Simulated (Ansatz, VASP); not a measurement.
# Ti in VASP and in Ansatz

The input INCAR:

```
PREC = Accurate ; ENCUT = 600
EDIFF = 1E-6 ; ISMEAR = 0
SIGMA = 0.1 ; LREAL = False
LASPH = True ; NELM = 100
ALGO = Normal ; ISIF = 3
LWAVE = False ; LCHARG = False
GGA = CA ; IBRION = 2
NSW = 100 ; EDIFFG = -0.002
```

Contents of KPOINTS:

```
Automatic mesh
0
Gamma
  15 15 8
```

File POSCAR:

```
Ti
1.0
    2.8670386270      0.0000000000      0.0000000000
   -1.4335193135      2.4829282846      0.0000000000
    0.0000000000      0.0000000000      4.5198682143
Ti
2
Direct
    0.3333333333      0.6666666667      0.2500000000
    0.6666666667      0.3333333333      0.7500000000
```

Input for Ansatz:

```yaml
crystal:
  lattice:
    - [2.867038627, 0.0, 0.0]
    - [-1.4335193135, 2.4829282846, 0.0]
    - [0.0, 0.0, 4.5198682143]
  atoms:
    - { symbol: Ti, position: [0.3333333333, 0.6666666667, 0.25] }
    - { symbol: Ti, position: [0.6666666667, 0.3333333333, 0.75] }
basis:
  ecutwfc: 420
kpoints:
  mp_grid: { grid: [15, 15, 8] }
hamiltonian:
  xc: lda
  pseudopotentials: { kind: paw, azcp: { folder: soft_1 } }
scf:
  occupations: { method: gaussian, width: 0.1 }
output:
  forces: true
  stress: true
  eigenvalues: true
relax:
  adjacent_minimum: "off"
  f_tol: 0.002
  max_steps: 80
  cell: { stress_tol: 0.02 }
```

Alike in both runs: task relaxation of cell and atoms; functional LDA; k mesh 15 × 15 × 8; occupations gaussian, width 0.1 eV; no spin polarisation.

|  | VASP | Ansatz |
| --- | --- | --- |
| version | VASP 6.6.1 | Ansatz 0.2.0 |
| potentials or method | VASP PAW LDA potentials, release 64 (Ti_sv), cutoff 600 eV | scalar-relativistic, plane waves, PAW |
| valence electrons in the cell | 24 | 24 |

```tsv
	VASP	Ansatz	Ansatz less VASP
gap on the k mesh at the Fermi level, each at its own relaxed structure (eV)	none	none	-
relaxed volume (Å³/atom)	16.08	16.10	+0.021
relaxed cell length with the largest relative difference (Å)	2.864	2.866	+0.0016
```

Ansatz warns that its potentials were made for another functional, while VASP's fit it. LDA's correlation is that of Perdew and Zunger in VASP and of Perdew and Wang (1992) in Ansatz. A gap of «none» marks a metal or a gap that the smearing closes.
